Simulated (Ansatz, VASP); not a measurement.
**One calculation of As, two programs**

```
As
1.0
     3.82164    0.00000    0.00000
    -1.91082    3.30964    0.00000
     0.00000    0.00000   28.57424
As
2
Direct
  0.33333 0.66667 0.47665
  0.66667 0.33333 0.52335
```

Change from the starting cell: biaxial strain +0.070, atoms relaxed.

Alike in both runs: functional PBE; dispersion D3(BJ); k mesh 9 × 9 × 1; occupations gaussian, width 0.02 eV; no spin polarisation.

Ansatz relaxed the structure, and its values are those at the end. VASP's run is a single point on that final structure, the one shown.

|  | VASP | Ansatz |
| --- | --- | --- |
| version | VASP 6.6.1 | Ansatz 0.2.0 |
| potentials or method | VASP PAW PBE potentials, release 64 (As), cutoff 520 eV | scalar-relativistic, plane waves, PAW |
| valence electrons in the cell | 10 | 30 |

|  | VASP | Ansatz | Ansatz less VASP |
| --- | --- | --- | --- |
| gap on the k mesh at the Fermi level (eV) | 0.94 | 0.98 | +0.042 |
| least direct gap on the mesh (eV) | 0.96 | 1.00 | +0.041 |
| rms of the force components (eV/Å) | 0.038 | 0.001 | -0.0370 |

VASP's potentials hold 10 valence electrons a cell and Ansatz's 30, so a difference there can come from the potentials and not from the codes. Ansatz's warnings: stress scf threshold loose.
